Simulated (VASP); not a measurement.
Set up this calculation in VASP 6.6.1, as the native input.

- Task: electric field gradients
- Functional: PBEsol
- Potentials or basis: VASP PAW PBE potentials, release 64 (Sb)
- Cutoff: 520 eV
- k mesh: 13 × 13 × 13
- Occupations: fermi-dirac, width 0.05 eV
- Spin: no spin polarisation
- Dipole correction: no
- Further INCAR settings: ALGO = Normal; EDIFF = 1e-08; NBANDS = 8

The structure of Sb lies in POSCAR:

```
Sb
1.0
    3.2219765188      0.0000000000      0.0000000000
    0.0000000000      3.2219765188      0.0000000000
    0.0000000000      0.0000000000      3.2219765188
Sb
1
Direct
    0.0000000000      0.0000000000      0.0000000000
```

This isn't the form of Sb at room conditions, which is rhombohedral.

One way to write it, as run:

INCAR

```
PREC     = Accurate       # precision mode
ENCUT    = 520            # plane-wave cutoff, eV
EDIFF    = 1E-8           # SCF threshold, eV
ISMEAR   = -1             # smearing method
SIGMA    = 0.05           # smearing width, eV
LREAL    = F              # projectors in reciprocal space
LASPH    = T              # aspherical terms in the spheres
NELM     = 60             # most SCF steps
ALGO     = Normal         # electronic algorithm
ISIF     = 2              # what is computed and relaxed
LWAVE    = F              # write WAVECAR
LCHARG   = F              # write CHGCAR
GGA      = PS             # functional
LEFG     = T            
NBANDS   = 8              # bands
```

KPOINTS

```
Automatic mesh
0
Gamma
  13 13 13
```

Potentials or basis: VASP PAW PBE potentials, release 64 (Sb).

Run with:

```bash
$ cat potpaw_PBE.64/Sb/POTCAR > POTCAR
$ mpirun -np 1 vasp_std > vasp.out
```

It gave:

```
Pressure                                : -6.9 GPa
Band gap on the k mesh                  : zero (an odd number of electrons rules out a gap without spin polarisation)
Largest electric field gradient by atom : zero within the noise of the run
```

Caveat: the cell stands under tension; the PAW data sets were made with another functional, which shifts forces and pressure a little; spin-orbit coupling is left out, which moves the levels of the heavy elements.

Run time: 4.7 s on 1 thread of Intel(R) Xeon(R) 6975P-C (Granite Rapids), with other jobs on the host, peak memory 0.14 GiB.
